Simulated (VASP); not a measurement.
# V (Im-3m) in VASP: notebook

The runs below take V through density of states, electric field gradients, with PBE.

All numbers are computed with VASP 6.6.1; they aren't measurements. Logs are shortened: lines on timing, memory, paths and dates and some standing lists are left out, and cuts for length are marked.

## Step 1: The cell of the first run

Symmetry: Im-3m, No. 229, cubic system. The conventional cell has a = 3.026 Å, b = 3.026 Å, c = 3.026 Å, α = 90.00°, β = 90.00°, γ = 90.00°. V (site symmetry m-3m) has 14 V at 2.62 to 3.03 Å within 3.5 Å.

## Step 2: Density of states, PBE

Contents of POSCAR:

```
V
1.0
   -1.5130000000      1.5130000000      1.5130000000
    1.5130000000     -1.5130000000      1.5130000000
    1.5130000000      1.5130000000     -1.5130000000
V
1
Direct
    0.0000000000      0.0000000000      0.0000000000
```

Contents of INCAR.step1:

```
SYSTEM = V
PREC = Accurate
ENCUT = 520
EDIFF = 1E-6
ISMEAR = -1
SIGMA = 0.03
LREAL = .False.
LASPH = .True.
NELM = 100
ALGO = Normal
ISIF = 2
LWAVE = .False.
LCHARG = .True.
LMAXMIX = 4
GGA = PE
NBANDS = 12
```

Contents of KPOINTS.step1:

```
Automatic mesh
0
Gamma
  19 19 19
  0 0 0
```

Contents of INCAR.step2:

```
SYSTEM = V
PREC = Accurate
ENCUT = 520
EDIFF = 1E-6
ISMEAR = -5
SIGMA = 0.03
LREAL = .False.
LASPH = .True.
NELM = 100
ALGO = Normal
ISIF = 2
LWAVE = .False.
LCHARG = .False.
LMAXMIX = 4
GGA = PE
LORBIT = 10
NBANDS = 12
NEDOS = 1001
ICHARG = 11
```

Contents of KPOINTS.step2:

```
Automatic mesh
0
Gamma
  29 29 29
  0 0 0
```

Potentials or basis: VASP PAW PBE potentials, release 64 (V_sv).

On the command line:

```sh
> cat potpaw_PBE.64/V_sv/POTCAR > POTCAR
> cp INCAR.step1 INCAR
> cp KPOINTS.step1 KPOINTS
> mpirun -np 1 vasp_std > vasp.out
> cp INCAR.step2 INCAR
> cp KPOINTS.step2 KPOINTS
> mpirun -np 1 vasp_std > vasp.out
```

OUTCAR:

```text
SYSTEM = V
   PREC = Accurate
   ENCUT = 520
   EDIFF = 1E-6
   ISMEAR = -5
   LREAL = .False.
   LASPH = .True.
   NELM = 100
   ISIF = 2
   GGA = PE
   LORBIT = 10
   ICHARG = 11

 ion  position               nearest neighbor table
   1  0.000  0.000  0.000-

  LATTYP: Found a body centered cubic cell.
 ALAT       =     3.0260000000

  Lattice vectors:

 A1 = (  -1.5130000000,   1.5130000000,   1.5130000000)
 A2 = (   1.5130000000,  -1.5130000000,   1.5130000000)
 A3 = (   1.5130000000,   1.5130000000,  -1.5130000000)

Analysis of symmetry for initial positions (statically):
=====================================================================
 Subroutine PRICEL returns:
 Original cell was already a primitive cell.

 Routine SETGRP: Setting up the symmetry group for a
 body centered cubic supercell.

 Subroutine GETGRP returns: Found 48 space group operations
 (whereof 48 operations were pure point group operations)
 out of a pool of 48 trial point group operations.

The static configuration has the point symmetry O_h .

Analysis of symmetry for dynamics (positions and initial velocities):
=====================================================================
 Subroutine PRICEL returns:
 Original cell was already a primitive cell.

 Routine SETGRP: Setting up the symmetry group for a
 body centered cubic supercell.

 Subroutine GETGRP returns: Found 48 space group operations
 (whereof 48 operations were pure point group operations)
 out of a pool of 48 trial point group operations.

The dynamic configuration has the point symmetry O_h .

 Subroutine INISYM returns: Found 48 space group operations
 (whereof 48 operations are pure point group operations),
 and found     1 'primitive' translations

----------------------------------------------------------------------------------------

                                     Primitive cell

  volume of cell :      13.8541

  direct lattice vectors                    reciprocal lattice vectors
    -1.513000000  1.513000000  1.513000000     0.000000000  0.330469266  0.330469266
     1.513000000 -1.513000000  1.513000000     0.330469266  0.000000000  0.330469266
     1.513000000  1.513000000 -1.513000000     0.330469266  0.330469266  0.000000000

  length of vectors
     2.620592872  2.620592872  2.620592872     0.467354118  0.467354118  0.467354118

  position of ions in fractional coordinates (direct lattice)
     0.000000000  0.000000000  0.000000000

  ion indices of the primitive-cell ions
   primitive index   ion index
                 1           1

----------------------------------------------------------------------------------------

 KPOINTS: Automatic mesh

Automatic generation of k-mesh.
 Grid dimensions read from file:
 generate k-points for:   29   29   29

 Generating k-lattice:

  Cartesian coordinates                     Fractional coordinates (reciprocal lattice)
     0.000000000  0.011395492  0.011395492     0.034482759  0.000000000  0.000000000
     0.011395492  0.000000000  0.011395492     0.000000000  0.034482759  0.000000000
     0.011395492  0.011395492  0.000000000     0.000000000  0.000000000  0.034482759

  Length of vectors
     0.016115659  0.016115659  0.016115659

  Shift w.r.t. Gamma in fractional coordinates (k-lattice)
     0.000000000  0.000000000  0.000000000

 TETIRR: Found  29434 inequivalent tetrahedra from   146334

 Subroutine IBZKPT returns following result:
 ===========================================

 Found    680 irreducible k-points:

 Following reciprocal coordinates:
            Coordinates               Weight
  0.000000  0.000000  0.000000      1.000000
  0.034483  0.000000  0.000000     12.000000
  0.068966  0.000000  0.000000     12.000000
  0.103448  0.000000  0.000000     12.000000
  0.137931  0.000000  0.000000     12.000000
  0.172414  0.000000  0.000000     12.000000
[... 16 lines left out ...]
  0.275862  0.034483 -0.000000     48.000000
  0.310345  0.034483  0.000000     48.000000
 [... further k-points ...]
   k-points           NKPTS =    680   k-points in BZ     NKDIM =    680   number of bands    NBANDS=     12
   number of dos      NEDOS =   1001   number of ions     NIONS =      1
   total plane-waves  NPLWV =   8000
   dimension x,y,z NGX =    20 NGY =   20 NGZ =   20
   dimension x,y,z NGXF=    40 NGYF=   40 NGZF=   40
   ions per type =               1
   NGX,Y,Z   is equivalent  to a cutoff of  12.69, 12.69, 12.69 a.u.
   NGXF,Y,Z  is equivalent  to a cutoff of  25.38, 25.38, 25.38 a.u.
 SYSTEM =  V
   PREC   = accura    normal or accurate (medium, high low for compatibility)
   ISTART =      0    job   : 0-new  1-cont  2-samecut
   ICHARG =     11    charge: 1-file 2-atom 10-const
   ISPIN  =      1    spin polarized calculation?
   LNONCOLLINEAR =      F non collinear calculations
   LSORBIT =      F    spin-orbit coupling
   LASPH  =      T    aspherical Exc in radial PAW
   ENCUT  =  520.0 eV  38.22 Ry    6.18 a.u.   4.87  4.87  4.87*2*pi/ulx,y,z
   NELM   =    100;   NELMIN=  2; NELMDL=  0     # of ELM steps
   EDIFF  = 0.1E-05   stopping-criterion for ELM
   LREAL  =      F    real-space projection
[... 7 lines left out ...]
   TEBEG  =    0.0;   TEEND  =   0.0 temperature during run
   PSTRESS=    0.0 pullay stress
   NELECT =      13.0000    total number of electrons
   NUPDOWN=      -1.0000    fix difference up-down
   EMIN   =  10.00;   EMAX   =-10.00  energy-range for DOS
   EFERMI =   0.00;   METHOD = LEGACY
   ISMEAR =    -5;   SIGMA  =   0.03  broadening in eV -4-tet -1-fermi 0-gaus
   EFERMI_NEDOS =   21; number of points for ismear=-14 and -15
   IALGO  =     38    algorithm
   IMIX   =      4    mixing-type and parameters
     AMIX     =   0.40;   BMIX     =  1.00
     AMIX_MAG =   1.60;   BMIX_MAG =  1.00
  volume/ion in A,a.u.               =      13.85        93.49
  Fermi-wavevector in a.u.,A,eV,Ry     =   1.602742  3.028744 34.950411  2.568783
  Thomas-Fermi vector in A             =   2.699515
   LORBIT       =     10    0 simple, 1 ext, 2 COOP (PROOUT), +10 PAW based schemes
   GGA     = PE    functional components
   LHFCALC =     F    Hartree Fock is set to
   AEXX    =    0.0000 exact exchange contribution
   IVDW    =     0    specifies the selected vdW correction
   LEPSILON=     F    determine dielectric tensor
   LRPA    =     F    only Hartree local field effects (RPA)
 non-spin polarized calculation
 Fermi weights with tetrahedron method with Bloechl corrections
  energy-cutoff  :      520.00
  volume of cell :       13.85
 maximum number of plane-waves:       386

 number of electron      12.9999996 magnetization

 Free energy of the ion-electron system (eV)
  ---------------------------------------------------
  ext. energy  EPLUGINS =         0.00000000
  ---------------------------------------------------
  free energy    TOTEN  =        -8.98583811 eV

  energy without entropy =       -8.98583811  energy(sigma->0) =       -8.98583811

 E-fermi :   9.3548     XC(G=0): -12.7528

 val. band max:        9.3770122089   @ k =  -0.2414   0.2414   0.1379
 cond. band min:       9.3441735053   @ k =  -0.1379   0.2414   0.0345
 fundamental gap:     -0.0328387036
 Fermi energy:         9.3548096855

 k-point     1 :       0.0000    0.0000    0.0000
  band No.  band energies     occupation
      1     -54.3930      2.00000
      2     -27.7371      2.00000
      3     -27.7371      2.00000
      4     -27.7371      2.00000
      5       2.8372      2.00000
      6       9.7663      0.00000
      7       9.7663      0.00000
      8       9.7663      0.00000
      9      11.7059      0.00000
     10      11.7059      0.00000
     11      29.6262      0.00000
     12      29.6262      0.00000

 k-point     2 :       0.0345    0.0000    0.0000
  band No.  band energies     occupation
      1     -54.3909      2.00000
      2     -27.7471      2.00000
      3     -27.7402      2.00000
      4     -27.7372      2.00000
      5       2.8843      2.00000
      6       9.7464      0.00000
      7       9.7626      0.00000
      8       9.7994      0.00000
      9      11.6822      0.00000
     10      11.7071      0.00000
     11      29.5558      0.00000
     12      29.6332      0.00000

 k-point     3 :       0.0690    0.0000    0.0000
  band No.  band energies     occupation
      1     -54.3849      2.00000
      2     -27.7767      2.00000
      3     -27.7493      2.00000
      4     -27.7374      2.00000
      5       3.0243      2.00000
      6       9.6881      0.00000
      7       9.7490      0.00000
      8       9.8978      0.00000
      9      11.6174      0.00000
     10      11.7111      0.00000
     11      29.2604      0.00000
     12      29.5863      0.00000
[... 286 lines left out ...]
 k-point    23 :       0.2759    0.0345   -0.0000
  band No.  band energies     occupation
      1     -54.2807      2.00000
      2     -28.2671      2.00000
      3     -27.9027      2.00000
      4     -27.7444      2.00000
      5       5.5174      2.00000
      6       8.7838      2.00000
      7       9.2870      2.02233
      8      11.4394      0.00000
      9      11.8397      0.00000
     10      11.8861      0.00000
     11      23.7519      0.00000
     12      26.8814      0.00000

 k-point    24 :       0.3103    0.0345    0.0000
  band No.  band energies     occupation
      1     -54.2629      2.00000
      2     -28.3471      2.00000
      3     -27.9290      2.00000
      4     -27.7451      2.00000
      5       5.8666      2.00000
      6       8.6439      2.00000
      7       9.3927      0.53066
      8      11.5156      0.00000
      9      11.9272      0.00000
     10      12.2272      0.00000
     11      22.6493      0.00000
     12      26.3546      0.00000

 [... further k-points ...]

------------------------ aborting loop because EDIFF is reached ----------------------------------------

  FORCE on cell =-STRESS in cart. coord.  units (eV):
  Direction    XX          YY          ZZ          XY          YZ          ZX
  --------------------------------------------------------------------------------------
  -------------------------------------------------------------------------------------
  Total       -0.4802299     -0.4802299     -0.4802299      0.0000000     -0.0000000     -0.0000000
  in kB      -55.5370787    -55.5370787    -55.5370787      0.0000000     -0.0000000     -0.0000000
  external PRESSURE =     -55.5370787 kB  Pullay stress =       0.0000000 kB

 VOLUME and BASIS-vectors are now :
 -----------------------------------------------------------------------------
  energy-cutoff  :      520.00
  volume of cell :       13.85
      direct lattice vectors                 reciprocal lattice vectors
    -1.513000000  1.513000000  1.513000000     0.000000000  0.330469266  0.330469266
     1.513000000 -1.513000000  1.513000000     0.330469266  0.000000000  0.330469266
     1.513000000  1.513000000 -1.513000000     0.330469266  0.330469266  0.000000000

 POSITION                                       TOTAL-FORCE (eV/Angst)
 -----------------------------------------------------------------------------------
      0.00000      0.00000      0.00000        -0.000000      0.000000     -0.000000
 -----------------------------------------------------------------------------------
    total drift:                               -0.000000     -0.000000      0.000000

  FREE ENERGIE OF THE ION-ELECTRON SYSTEM (eV)
  ---------------------------------------------------
  free  energy   TOTEN  =        -8.9858381127 eV

  energy  without entropy=       -8.9858381127  energy(sigma->0) =       -8.98583811

 total charge

# of ion       s       p       d       tot
------------------------------------------
    1        2.333   6.213   3.056  11.603
```

Run time: 84 s. Hardware: 1 thread of Intel Xeon Platinum 8259CL at 2.50GHz (Skylake/Cascade Lake), shared host; peak memory 0.27 GiB.

What came out:

| Item | Value |
| --- | --- |
| Valence electrons inside the program's atomic spheres | V 11.60 |

Levels at points of the mesh, in eV from the Fermi level:
| k point | band 3 | band 4 | band 5 | band 6 | band 7 | band 8 | band 9 | band 10 | band 11 | band 12 |
| --- | --- | --- | --- | --- | --- | --- | --- | --- | --- | --- |
| (0.00, 0.00, 0.00) | -37.09 | -37.09 | -6.52 | 0.41 | 0.41 | 0.41 | 2.35 | 2.35 | 20.27 | 20.27 |

Caveat: tetrahedron occupations give inexact forces and stress in metals.

## Step 3: Electric field gradients, PBE, collinear spin, ferromagnetic start (volume scaled by 1.02)

Contents of INCAR:

```
  PREC = Accurate
  ENCUT = 520
  EDIFF = 1E-8
  ISMEAR = -1
  SIGMA = 0.03
  LREAL = F
  LASPH = T
  NELM = 150
  ALGO = Normal
  ISIF = 2
  LWAVE = F
  LCHARG = F
  ISPIN = 2
  MAGMOM = 1.5
  LORBIT = 11
  LMAXMIX = 4
  GGA = PE
  LEFG = T
  NBANDS = 16
```

Contents of KPOINTS:

```
regular mesh
0
Gamma
  19 19 19
```

Contents of POSCAR:

```
V
1.0
   -1.5230201596      1.5230201596      1.5230201596
    1.5230201596     -1.5230201596      1.5230201596
    1.5230201596      1.5230201596     -1.5230201596
V
1
Direct
    0.0000000000      0.0000000000      0.0000000000
```

Potentials or basis: VASP PAW PBE potentials, release 64 (V_sv).

On the command line:

```sh
> cat potpaw_PBE.64/V_sv/POTCAR > POTCAR
> mpirun -np 1 vasp_std > vasp.out
```

OUTCAR:

```text
PREC = Accurate
   ENCUT = 520
   EDIFF = 1E-8
   ISMEAR = -1
   LREAL = F
   LASPH = T
   NELM = 150
   ISIF = 2
   ISPIN = 2
   LORBIT = 11
   GGA = PE

 ion  position               nearest neighbor table
   1  0.000  0.000  0.000-

  LATTYP: Found a body centered cubic cell.
 ALAT       =     3.0460403192

  Lattice vectors:

 A1 = (  -1.5230201596,   1.5230201596,   1.5230201596)
 A2 = (   1.5230201596,  -1.5230201596,   1.5230201596)
 A3 = (   1.5230201596,   1.5230201596,  -1.5230201596)

Analysis of symmetry for initial positions (statically):
[... 1141 lines left out ...]

 Electric field gradients (V/A^2)
---------------------------------------------------------------------
 ion       V_xx      V_yy      V_zz      V_xy      V_xz      V_yz
---------------------------------------------------------------------
   1       0.000    -0.000    -0.000     0.003     0.003     0.003
---------------------------------------------------------------------

 Electric field gradients after diagonalization (V/A^2)
 (convention: |V_zz| > |V_xx| > |V_yy|)
----------------------------------------------------------------------
 ion       V_xx      V_yy      V_zz     asymmetry (V_yy - V_xx)/ V_zz
----------------------------------------------------------------------
   1      -0.003    -0.003     0.005       0.000
----------------------------------------------------------------------

           NMR quadrupolar parameters

 Cq : quadrupolar parameter    Cq=e*Q*V_zz/h
 eta: asymmetry parameters     (V_yy - V_xx)/ V_zz
 Q  : nuclear electric quadrupole moment in mb (millibarn)
----------------------------------------------------------------------
 ion       Cq(MHz)       eta       Q (mb)
----------------------------------------------------------------------
   1       0.000       0.000       1.000
----------------------------------------------------------------------

 total charge

# of ion       s       p       d       tot
------------------------------------------
    1        2.328   6.206   3.038  11.572

 magnetization (x)

# of ion       s       p       d       tot
------------------------------------------
    1        0.000   0.000   0.000   0.000
```

OSZICAR:

```text
N       E                     dE             d eps       ncg     rms          rms(c)
DAV:   1     0.938597648524E+02    0.93860E+02   -0.64342E+03 14192   0.880E+02
DAV:   2    -0.854938672281E+01   -0.10241E+03   -0.98256E+02 15592   0.271E+02
DAV:   3    -0.101318196295E+02   -0.15824E+01   -0.15801E+01 16000   0.366E+01
DAV:   4    -0.101382043788E+02   -0.63847E-02   -0.63846E-02 16616   0.245E+00
DAV:   5    -0.101382616866E+02   -0.57308E-04   -0.57308E-04 16216   0.217E-01    0.180E+01
DAV:   6    -0.897022081667E+01    0.11680E+01   -0.17545E+00 14400   0.223E+01    0.199E+00
DAV:   7    -0.897928928623E+01   -0.90685E-02   -0.85537E-02 15544   0.261E+00    0.147E+00
DAV:   8    -0.897861242776E+01    0.67686E-03   -0.50441E-03 15616   0.865E-01    0.851E-01
DAV:   9    -0.897743592789E+01    0.11765E-02   -0.15598E-03 16288   0.442E-01    0.142E-01
DAV:  10    -0.897774230008E+01   -0.30637E-03   -0.61623E-04 15496   0.224E-01    0.447E-02
DAV:  11    -0.897777150189E+01   -0.29202E-04   -0.53018E-05 16632   0.635E-02    0.168E-02
DAV:  12    -0.897777710171E+01   -0.55998E-05   -0.46746E-06 14736   0.213E-02    0.589E-03
DAV:  13    -0.897777730440E+01   -0.20269E-06   -0.17018E-07 16112   0.443E-03    0.200E-03
DAV:  14    -0.897777743106E+01   -0.12666E-06   -0.30962E-08 15656   0.131E-03    0.100E-03
DAV:  15    -0.897777754834E+01   -0.11728E-06   -0.34080E-08 13888   0.106E-03    0.223E-04
DAV:  16    -0.897777756108E+01   -0.12748E-07   -0.23701E-09  7392   0.442E-04    0.595E-05
DAV:  17    -0.897777755962E+01    0.14636E-08   -0.11914E-10  7424   0.125E-04
   1 F= -.89777776E+01 E0= -.89749530E+01  d E =-.564916E-02  mag=     0.0000
```

stdout:

```text
POSCAR found type information on POSCAR V
 POSCAR found :  1 types and       1 ions
 scaLAPACK will be used
 LDA part: xc-table for (Slater+PW92), standard interpolation
 POSCAR, INCAR and KPOINTS ok, starting setup
 FFT: planning ... GRIDC
 FFT: planning ... GRID_SOFT
 FFT: planning ... GRID
 WAVECAR not read
 entering main loop
ion   1
```

Run time: 44 s. Hardware: 1 thread of Intel Xeon 6975P-C (Granite Rapids), shared host; peak memory 0.18 GiB.

Results:

- Free energy: -8.9778 eV
- Pressure: -8.0 GPa
- Net moment: 0.00 μB per cell
- Valence electrons inside the program's atomic spheres: V 11.57

Caveat: without QUAD_EFG the Cq values of the log hold for a quadrupole moment of 1 mb, not for the nuclei.
